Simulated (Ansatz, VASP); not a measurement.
Si4C: VASP beside Ansatz

```xyz
5
Lattice="4.0335 0.0000 0.0000 0.0000 4.0335 0.0000 0.0000 0.0000 4.0335" Properties=species:S:1:pos:R:3 pbc="T T T"
Si    0.0000    2.0168    2.0168
Si    2.0168    2.0168    0.0000
Si    2.0168    0.0000    2.0168
Si    0.0000    0.0000    0.0000
C     2.0168    2.0168    2.0168
```

Change from the starting cell: species swapped into the Fe4N type (Pm-3m, No. 221).

Alike in both runs: task single point; functional PBE; k mesh 4 × 4 × 4; occupations gaussian, width 0.1 eV; collinear spin.

|  | VASP | Ansatz |
| --- | --- | --- |
| version | VASP 6.6.1 | Ansatz 0.2.0 |
| potentials or method | VASP PAW PBE potentials, release 64 (Si, C), cutoff 600 eV | scalar-relativistic, plane waves, PAW |
| valence electrons in the cell | 20 | 20 |

Ansatz gave:

```
gap on the k mesh at the Fermi level (eV) : none
pressure (GPa)                            : 4.2
net moment per atom (μB)                  : 0.00
```

Problem. What did VASP give for the same quantities?

Solution. gap on the k mesh at the Fermi level (eV): none; pressure (GPa): 4.3; net moment per atom (μB): 0.00.

A gap of «none» marks a metal or a gap that the smearing closes. Ansatz's warnings: seeded moment not kept.

The k mesh is coarse, so the values compare programs but aren't converged.
